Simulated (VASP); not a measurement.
# AlRu (P4mm) in VASP: a series of runs

Runs on AlRu. Level: PBE. Tasks: single point.

Everything below comes from runs of VASP 6.6.1. Logs are shortened: lines on timing, memory, paths and dates and some standing lists are left out, and cuts for length are marked.

### Step 1. The cell of the first run

The structure is tetragonal, space group P4mm (No. 99). Conventional cell: a = 2.992 Å, b = 2.992 Å, c = 2.992 Å, α = 90.00°, β = 90.00°, γ = 90.00°. Al (site symmetry 4mm) has 8 Ru at 2.53 to 2.65 Å and 6 Al at 2.99 Å within 3.3 Å. Ru (site symmetry 4mm) has 8 Al at 2.53 to 2.65 Å and 6 Ru at 2.99 Å within 3.3 Å.

### Step 2. Single point, PBE (all Al atoms moved -0.100 Å, as atom 1 along Cartesian [0 1 0])

INCAR reads:

```
PREC = Accurate ; ENCUT = 520
EDIFF = 1E-6 ; ISMEAR = 0
SIGMA = 0.15 ; LREAL = False
LASPH = True ; NELM = 60
ALGO = Fast ; ISIF = 2
LWAVE = False ; LCHARG = False
GGA = PE ; NBANDS = 16
```

KPOINTS reads:

```
Automatic mesh
0
Gamma
  16 16 16
```

POSCAR reads:

```
AlRu
1.0
    2.9916000000      0.0000000000      0.0000000000
    0.0000000000      2.9916000000      0.0000000000
    0.0000000000      0.0000000000      2.9916000000
Al Ru
1 1
Direct
    0.0000000000     -0.0334269287      0.0000000000
    0.5000000000      0.5000000000      0.5000000000
```

Potentials or basis: VASP PAW PBE potentials, release 64 (Al, Ru_pv).

The run is started by

```console
> cat potpaw_PBE.64/Al/POTCAR potpaw_PBE.64/Ru_pv/POTCAR > POTCAR
> mpirun -np 1 vasp_std > vasp.out
```

OUTCAR:

```text
PREC = Accurate
   ENCUT = 520
   EDIFF = 1E-6
   ISMEAR = 0
   LREAL = False
   LASPH = True
   NELM = 60
   ISIF = 2
   GGA = PE

 ion  position               nearest neighbor table
   1  0.000  0.967  0.000-   2 2.53   2 2.53   2 2.53   2 2.53   2 2.65   2 2.65   2 2.65   2 2.65

   2  0.500  0.500  0.500-   1 2.53   1 2.53   1 2.53   1 2.53   1 2.65   1 2.65   1 2.65   1 2.65

  LATTYP: Found a simple cubic cell.
 ALAT       =     2.9916000000

  Lattice vectors:

 A1 = (   2.9916000000,   0.0000000000,   0.0000000000)
 A2 = (   0.0000000000,   2.9916000000,   0.0000000000)
 A3 = (   0.0000000000,   0.0000000000,   2.9916000000)

Analysis of symmetry for initial positions (statically):
=====================================================================
 Subroutine PRICEL returns:
 Original cell was already a primitive cell.

 Routine SETGRP: Setting up the symmetry group for a
 simple cubic supercell.

 Subroutine GETGRP returns: Found  8 space group operations
 (whereof  8 operations were pure point group operations)
 out of a pool of 48 trial point group operations.

The static configuration has the point symmetry C_4v.

Analysis of symmetry for dynamics (positions and initial velocities):
=====================================================================
 Subroutine PRICEL returns:
 Original cell was already a primitive cell.

 Routine SETGRP: Setting up the symmetry group for a
 simple cubic supercell.

 Subroutine GETGRP returns: Found  8 space group operations
 (whereof  8 operations were pure point group operations)
 out of a pool of 48 trial point group operations.

The dynamic configuration has the point symmetry C_4v.

 Subroutine INISYM returns: Found  8 space group operations
 (whereof  8 operations are pure point group operations),
 and found     1 'primitive' translations

----------------------------------------------------------------------------------------

                                     Primitive cell

  volume of cell :      26.7738

  direct lattice vectors                    reciprocal lattice vectors
     2.991600000  0.000000000  0.000000000     0.334269287  0.000000000  0.000000000
     0.000000000  2.991600000  0.000000000     0.000000000  0.334269287  0.000000000
     0.000000000  0.000000000  2.991600000     0.000000000  0.000000000  0.334269287

  length of vectors
     2.991600000  2.991600000  2.991600000     0.334269287  0.334269287  0.334269287

  position of ions in fractional coordinates (direct lattice)
     0.000000000  0.966573071  0.000000000
     0.500000000  0.500000000  0.500000000

  ion indices of the primitive-cell ions
   primitive index   ion index
                 1           1
                 2           2

----------------------------------------------------------------------------------------

 KPOINTS: Automatic mesh

Automatic generation of k-mesh.
 Grid dimensions read from file:
 generate k-points for:   16   16   16

 Generating k-lattice:

  Cartesian coordinates                     Fractional coordinates (reciprocal lattice)
     0.020891830  0.000000000  0.000000000     0.062500000  0.000000000  0.000000000
     0.000000000  0.020891830  0.000000000     0.000000000  0.062500000  0.000000000
     0.000000000  0.000000000  0.020891830     0.000000000  0.000000000  0.062500000

  Length of vectors
     0.020891830  0.020891830  0.020891830

  Shift w.r.t. Gamma in fractional coordinates (k-lattice)
     0.000000000  0.000000000  0.000000000

 Subroutine IBZKPT returns following result:
 ===========================================

 Found    405 irreducible k-points:

 Following reciprocal coordinates:
            Coordinates               Weight
  0.000000  0.000000  0.000000      1.000000
  0.062500  0.000000  0.000000      4.000000
  0.000000  0.062500  0.000000      2.000000
  0.125000  0.000000  0.000000      4.000000
  0.000000  0.125000  0.000000      2.000000
  0.187500  0.000000  0.000000      4.000000
[... 16 lines left out ...]
  0.187500  0.062500  0.000000      8.000000
  0.000000  0.187500  0.062500      8.000000
 [... further k-points ...]
   k-points           NKPTS =    405   k-points in BZ     NKDIM =    405   number of bands    NBANDS=     16
   number of dos      NEDOS =    301   number of ions     NIONS =      2
   total plane-waves  NPLWV =  13824
   dimension x,y,z NGX =    24 NGY =   24 NGZ =   24
   dimension x,y,z NGXF=    48 NGYF=   48 NGZF=   48
   ions per type =               1   1
   NGX,Y,Z   is equivalent  to a cutoff of  13.34, 13.34, 13.34 a.u.
   NGXF,Y,Z  is equivalent  to a cutoff of  26.67, 26.67, 26.67 a.u.
 SYSTEM =  unknown system
   PREC   = accura    normal or accurate (medium, high low for compatibility)
   ISTART =      0    job   : 0-new  1-cont  2-samecut
   ICHARG =      2    charge: 1-file 2-atom 10-const
   ISPIN  =      1    spin polarized calculation?
   LNONCOLLINEAR =      F non collinear calculations
   LSORBIT =      F    spin-orbit coupling
   LASPH  =      T    aspherical Exc in radial PAW
   ENCUT  =  520.0 eV  38.22 Ry    6.18 a.u.   5.56  5.56  5.56*2*pi/ulx,y,z
   NELM   =     60;   NELMIN=  2; NELMDL= -5     # of ELM steps
   EDIFF  = 0.1E-05   stopping-criterion for ELM
   LREAL  =      F    real-space projection
   EDIFFG = 0.1E-04   stopping-criterion for IOM
   NSW    =      0    number of steps for IOM
   IBRION =     -1    ionic relax: 0-MD 1-quasi-New 2-CG
   NFREE  =      0    steps in history (QN), initial steepest desc. (CG)
   ISIF   =      2    stress and relaxation
   ISYM   =      2    0-nonsym 1-usesym 2-fastsym
   POTIM  = 0.5000    time-step for ionic-motion
   TEBEG  =    0.0;   TEEND  =   0.0 temperature during run
   PSTRESS=    0.0 pullay stress
   NELECT =      17.0000    total number of electrons
   NUPDOWN=      -1.0000    fix difference up-down
   EMIN   =  10.00;   EMAX   =-10.00  energy-range for DOS
   EFERMI =   0.00;   METHOD = LEGACY
   ISMEAR =     0;   SIGMA  =   0.15  broadening in eV -4-tet -1-fermi 0-gaus
   EFERMI_NEDOS =   21; number of points for ismear=-14 and -15
   IALGO  =     68    algorithm
   IMIX   =      4    mixing-type and parameters
     AMIX     =   0.40;   BMIX     =  1.00
     AMIX_MAG =   1.60;   BMIX_MAG =  1.00
  volume/ion in A,a.u.               =      13.39        90.34
  Fermi-wavevector in a.u.,A,eV,Ry     =   1.407087  2.659009 26.938090  1.979894
  Thomas-Fermi vector in A             =   2.529382
   LORBIT       =      0    0 simple, 1 ext, 2 COOP (PROOUT), +10 PAW based schemes
   GGA     = PE    functional components
   LHFCALC =     F    Hartree Fock is set to
   AEXX    =    0.0000 exact exchange contribution
   IVDW    =     0    specifies the selected vdW correction
   LEPSILON=     F    determine dielectric tensor
   LRPA    =     F    only Hartree local field effects (RPA)
 non-spin polarized calculation
 RMM-DIIS sequential band-by-band and
 Gauss-broadening in eV      SIGMA  =   0.15
  energy-cutoff  :      520.00
  volume of cell :       26.77
 maximum number of plane-waves:       739
 NGX is ok and might be reduce to    24
   NGX = 11   NGY = 11   NGZ = 11

 number of electron      16.9999995 magnetization

 Free energy of the ion-electron system (eV)
  ---------------------------------------------------
  ext. energy  EPLUGINS =         0.00000000
  ---------------------------------------------------
  free energy    TOTEN  =       -14.22534508 eV

  energy without entropy =      -14.20625440  energy(sigma->0) =      -14.21579974

 E-fermi :  10.7265     XC(G=0): -12.5629

 val. band max:       10.7258075937   @ k =   0.1250   0.0625   0.3750
 cond. band min:      10.7309604785   @ k =   0.1250   0.5000   0.4375
 fundamental gap:      0.0051528848
 Fermi energy:        10.7265364694

 k-point     1 :       0.0000    0.0000    0.0000
  band No.  band energies     occupation
      1     -31.0493      2.00000
      2     -31.0493      2.00000
      3     -31.0477      2.00000
      4       1.0454      2.00000
      5       7.1360      2.00000
      6       7.1439      2.00000
[... 8 lines left out ...]
     15      22.8505      0.00000
     16      25.7532      0.00000

 k-point     2 :       0.0625    0.0000    0.0000
  band No.  band energies     occupation
      1     -31.0574      2.00000
      2     -31.0487      2.00000
      3     -31.0470      2.00000
      4       1.1207      2.00000
      5       7.1627      2.00000
      6       7.1706      2.00000
[... 8 lines left out ...]
     15      22.8508      0.00000
     16      25.9891      0.00000

 k-point     3 :       0.0000    0.0625    0.0000
  band No.  band energies     occupation
      1     -31.0557      2.00000
      2     -31.0487      2.00000
      3     -31.0487      2.00000
      4       1.1205      2.00000
      5       7.1624      2.00000
      6       7.1705      2.00000
[... 8 lines left out ...]
     15      22.8507      0.00000
     16      25.9831      0.00000

 k-point     4 :       0.1250    0.0000    0.0000
  band No.  band energies     occupation
      1     -31.0804      2.00000
      2     -31.0467      2.00000
      3     -31.0450      2.00000
      4       1.3438      2.00000
      5       7.2287      2.00000
      6       7.2459      2.00000
[... 8 lines left out ...]
     15      22.8521      0.00000
     16      26.7292      0.00000
[... 324 lines left out ...]
 k-point    22 :       0.0625    0.0000    0.1250
  band No.  band energies     occupation
      1     -31.0797      2.00000
      2     -31.0547      2.00000
      3     -31.0444      2.00000
      4       1.4174      2.00000
      5       7.2604      2.00000
      6       7.2713      2.00000
[... 8 lines left out ...]
     15      22.8521      0.00000
     16      26.8913      0.00000

 k-point    23 :       0.1875    0.0625    0.0000
  band No.  band energies     occupation
      1     -31.1138      2.00000
      2     -31.0501      2.00000
      3     -31.0431      2.00000
      4       1.7780      2.00000
      5       7.3114      2.00000
      6       7.3931      2.00000
[... 8 lines left out ...]
     15      23.2965      0.00000
     16      27.7817      0.00000

 k-point    24 :       0.0000    0.1875    0.0625
  band No.  band energies     occupation
      1     -31.1120      2.00000
      2     -31.0518      2.00000
      3     -31.0431      2.00000
      4       1.7764      2.00000
      5       7.3165      2.00000
      6       7.3854      2.00000
[... 8 lines left out ...]
     15      23.3392      0.00000
     16      27.7464      0.00000

 [... further k-points ...]
[... 5 lines left out ...]
  --------------------------------------------------------------------------------------
  -------------------------------------------------------------------------------------
  Total        0.6011480      0.4666467      0.6011480      0.0000000     -0.0000000      0.0000000
  in kB       35.9733935     27.9246784     35.9733935      0.0000000     -0.0000000      0.0000000
  external PRESSURE =      33.2904885 kB  Pullay stress =       0.0000000 kB

 VOLUME and BASIS-vectors are now :
 -----------------------------------------------------------------------------
  energy-cutoff  :      520.00
  volume of cell :       26.77
      direct lattice vectors                 reciprocal lattice vectors
     2.991600000  0.000000000  0.000000000     0.334269287  0.000000000  0.000000000
     0.000000000  2.991600000  0.000000000     0.000000000  0.334269287  0.000000000
     0.000000000  0.000000000  2.991600000     0.000000000  0.000000000  0.334269287

 POSITION                                       TOTAL-FORCE (eV/Angst)
 -----------------------------------------------------------------------------------
      0.00000      2.89160      0.00000         0.000000      0.781376      0.000000
      1.49580      1.49580      1.49580         0.000000     -0.781376     -0.000000
 -----------------------------------------------------------------------------------
    total drift:                                0.000000      0.000817      0.000000

  FREE ENERGIE OF THE ION-ELECTRON SYSTEM (eV)
  ---------------------------------------------------
  free  energy   TOTEN  =       -14.2253450767 eV

  energy  without entropy=      -14.2062543967  energy(sigma->0) =      -14.21579974
```

Run time: 3.2 min. Hardware: 1 thread of AMD EPYC 7R13, shared host; peak memory 0.25 GiB.

Results:

```yaml
Free_energy: -14.2253 eV
Pressure: 3.3 GPa
Largest_force: 0.781 eV/Å
```

Forces in eV/Å, atoms in the order of the input:
```
Al   0.000  0.781  0.000
Ru   0.000 -0.781  0.000
```

Stress tensor (GPa, compression positive):
```
3.60 0.00 0.00
0.00 2.79 0.00
0.00 0.00 3.60
```

Caveat: the cell differs from its parent crystal (all Al atoms moved -0.100 Å, as atom 1 along Cartesian [0 1 0]).

### Step 3. Single point, PBE (all Al atoms moved +0.075 Å, as atom 1 along Cartesian [0 1 0])

INCAR reads:

```
SYSTEM = AlRu
PREC     = Accurate       ! precision mode
ENCUT    = 520            ! plane-wave cutoff, eV
EDIFF    = 1E-6           ! SCF threshold, eV
ISMEAR   = 0              ! smearing method
SIGMA    = 0.15           ! smearing width, eV
LREAL    = .False.        ! projectors in reciprocal space
LASPH    = .True.         ! aspherical terms in the spheres
NELM     = 60             ! most SCF steps
ALGO     = Fast           ! electronic algorithm
ISIF     = 2              ! what is computed and relaxed
LWAVE    = .False.        ! write WAVECAR
LCHARG   = .False.        ! write CHGCAR
GGA      = PE             ! functional
NBANDS   = 16             ! bands
```

KPOINTS reads:

```
regular mesh
0
Gamma
  16 16 16
  0 0 0
```

Edit POSCAR of step 2 so:

```diff
@@ -8,3 +8,3 @@
 Direct
-    0.0000000000     -0.0334269287      0.0000000000
+    0.0000000000      0.0250701966      0.0000000000
     0.5000000000      0.5000000000      0.5000000000
```

Potentials or basis: VASP PAW PBE potentials, release 64 (Al, Ru_pv).

The run is started by

```console
> cat potpaw_PBE.64/Al/POTCAR potpaw_PBE.64/Ru_pv/POTCAR > POTCAR
> mpirun -np 1 vasp_std > vasp.out
```

Run time: 3.6 min. Hardware: 1 thread of AMD EPYC 7R13, shared host; peak memory 0.25 GiB.

The run converged. Its results:

```
Free energy   : -14.2425 eV
Pressure      : 3.0 GPa
Largest force : 0.587 eV/Å
```

Forces on the atoms (eV/Å):
```
Al   0.000 -0.587  0.000
Ru   0.000  0.587  0.000
```

Stress tensor (GPa, compression positive):
```
3.15 0.00 0.00
0.00 2.69 0.00
0.00 0.00 3.15
```

Levels at points of the mesh, in eV from the Fermi level:
```tsv
k point	band 7	band 8	band 9	band 10	band 11	band 12
(0.00, 0.00, 0.00)	0.16	0.16	0.16	6.07	6.07	6.08
(0.50, 0.00, 0.00)	-1.63	-1.61	0.42	2.28	7.44	11.04
(0.00, 0.50, 0.00)	-1.61	-1.61	0.41	2.28	7.45	11.00
(0.50, 0.50, 0.00)	-1.36	-1.19	-1.18	1.52	5.30	6.21
(0.50, 0.00, 0.50)	-1.45	-1.10	-1.10	1.52	5.29	6.20
(0.50, 0.50, 0.50)	1.61	1.61	2.55	4.11	4.11	4.13
```

Caveat: the cell differs from its parent crystal (all Al atoms moved +0.075 Å, as atom 1 along Cartesian [0 1 0]).
